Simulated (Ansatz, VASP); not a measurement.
Mg in VASP and in Ansatz

```xyz
1
Lattice="-1.8360 1.8360 1.6794 1.8360 -1.8360 1.6794 1.8360 1.8360 -1.6794" Properties=species:S:1:pos:R:3 pbc="T T T"
Mg    0.0000    0.5000    0.0000
```

Alike in both runs: task single point; functional PBE; k mesh 6 × 6 × 6; occupations gaussian, width 0.1 eV; no spin polarisation.

```csv
,VASP,Ansatz
version,VASP 6.6.1,Ansatz 0.2.0
potentials or method,"VASP PAW PBE potentials, release 64 (Mg)","scalar-relativistic, plane waves, PAW (harder set)"
plane-wave cutoff (eV),600,620
valence electrons in the cell,2,10
```

```tsv
	VASP	Ansatz	Ansatz less VASP
gap on the k mesh at the Fermi level (eV)	none	none	-
pressure (GPa)	0.5	0.6	+0.10
traceless stress, the component that is largest in VASP (GPa)	2.75	2.76	+0.012
```

A gap of «none» marks a metal or a gap that the smearing closes. VASP's potentials hold 2 valence electrons a cell and Ansatz's 10, so a difference there can come from the potentials and not from the codes.

The k mesh is coarse, so the values compare programs but aren't converged.
